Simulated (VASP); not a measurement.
Input of a VASP 6.6.1 run:

File POSCAR:

```
Sn
1.0
   -1.8946518192      1.8946518192      1.8946518192
    1.8946518192     -1.8946518192      1.8946518192
    1.8946518192      1.8946518192     -1.8946518192
Sn
1
Direct
    0.0000000000      0.0000000000      0.0000000000
```

INCAR.step1

```
SYSTEM = Sn
ALGO = Normal
EDIFF = 1E-4
ENCUT = 600
GGA = PE
ISMEAR = -1
LASPH = .TRUE.
LCHARG = .FALSE.
LREAL = .FALSE.
LWAVE = .TRUE.
NELM = 100
PREC = Accurate
SIGMA = 0.05
```

Contents of INCAR.step2:

```
SYSTEM = Sn
ALGO = Normal
EDIFF = 1E-7
EDIFFG = -0.01
ENCUT = 600
IBRION = 2
ISIF = 3
ISMEAR = -1
ISTART = 1
LASPH = .TRUE.
LCHARG = .FALSE.
LMIXTAU = .TRUE.
LREAL = .FALSE.
LWAVE = .FALSE.
METAGGA = R2SCAN
NELM = 100
NSW = 60
PREC = Accurate
PSTRESS = 300.0
SIGMA = 0.05
```

File KPOINTS:

```
k-points
0
G
  10 10 10
  0 0 0
```

Potentials or basis: VASP PAW PBE potentials, release 64 (Sn_d).

The run is started by

```bash
$ cat potpaw_PBE.64/Sn_d/POTCAR > POTCAR
$ cp INCAR.step1 INCAR
$ mpirun -np 1 vasp_std > vasp.out
$ cp INCAR.step2 INCAR
$ mpirun -np 1 vasp_std > vasp.out
```

Problem. Predict the relaxed cell.

Solution. a = 2.972 Å, b = 2.972 Å, c = 2.972 Å, α = 109.47°, β = 109.47°, γ = 109.47°.

Problem. What does it give for the band gap on the k mesh?

Solution. Zero (band 7 reaches 24.07 eV, above the bottom of band 8 at 8.70 eV).

Problem. Predict the relaxed volume.

Solution. 20.20 Å³/atom.

The path:
| step | energy change (eV) | largest force (eV/Å) | pressure (GPa) | volume (Å³) |
| --- | --- | --- | --- | --- |
| 1 | 0.0000 | 0.0000 | -0.71 | 27.20 |
| 2 | 7.6325 | 0.0000 | 361.10 | 11.40 |
| 3 | 0.2956 | 0.0000 | 21.82 | 21.23 |
| 4 | 0.3724 | 0.0000 | 25.70 | 20.71 |
| 5 | 0.4638 | 0.0000 | 30.14 | 20.18 |
| 6 | 0.4404 | 0.0000 | 29.02 | 20.31 |
| 7 | 0.4417 | 0.0000 | 29.08 | 20.30 |
| 8 | 0.4458 | 0.0000 | 29.29 | 20.28 |
| 9 | 0.4459 | 0.0000 | 29.30 | 20.28 |
| 10 | 0.4461 | 0.0000 | 29.32 | 20.28 |
| 11 | 0.4466 | 0.0000 | 29.32 | 20.28 |
| 12 | 0.4474 | 0.0000 | 29.37 | 20.27 |
| 13 | 0.4492 | 0.0000 | 29.44 | 20.26 |
| 14 | 0.4527 | 0.0000 | 29.62 | 20.24 |
| 15 | 0.4598 | 0.0000 | 29.95 | 20.20 |

Caveat: the cell is relaxed towards a set pressure, so the enthalpy falls and the energy may rise; the volume moved by over 15 % at a fixed basis, so the end points are rough; the PAW data sets were made with another functional, which shifts forces and pressure a little; spin-orbit coupling is left out, which moves the levels of the heavy elements.
